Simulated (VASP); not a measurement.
A run of VASP 6.6.1:

INCAR

```
SYSTEM = Be2C3
PREC = Accurate
ENCUT = 520
EDIFF = 1E-6
ISMEAR = 0
SIGMA = 0.1
LREAL = .FALSE.
LASPH = .TRUE.
NELM = 80
ALGO = Normal
ISIF = 2
LWAVE = .FALSE.
LCHARG = .FALSE.
GGA = PE
NBANDS = 16
```

Contents of KPOINTS:

```
Automatic mesh
0
G
  18 18 18
  0 0 0
```

The input POSCAR:

```
Be2C3
1.0
    1.3337291763      0.7700288990      7.8867297438
   -1.3337291763      0.7700288990      7.8867297438
    0.0000000000     -1.5400577979      7.8867297438
Be C
2 3
Direct
    0.3600890131      0.3600890131      0.3600890131
    0.6399109869      0.6399109869      0.6399109869
    0.0000000000      0.0000000000      0.0000000000
    0.1666752764      0.1666752764      0.1666752764
    0.8333247236      0.8333247236      0.8333247236
```

Potentials or basis: VASP PAW PBE potentials, release 64 (Be, C).

Run with:

```sh
$ cat potpaw_PBE.64/Be/POTCAR potpaw_PBE.64/C/POTCAR > POTCAR
$ mpirun -np 1 vasp_std > vasp.out
```

Hardware: 1 thread of AMD EPYC 7R13 Processor (Zen 3), with other jobs on the host.

Q: How long does it take, and how much memory?

A: It took 41 min on 1 thread of AMD EPYC 7R13 Processor (Zen 3) (shared host), peak memory 0.71 GiB. Counts: scf iterations 17, k points 580.
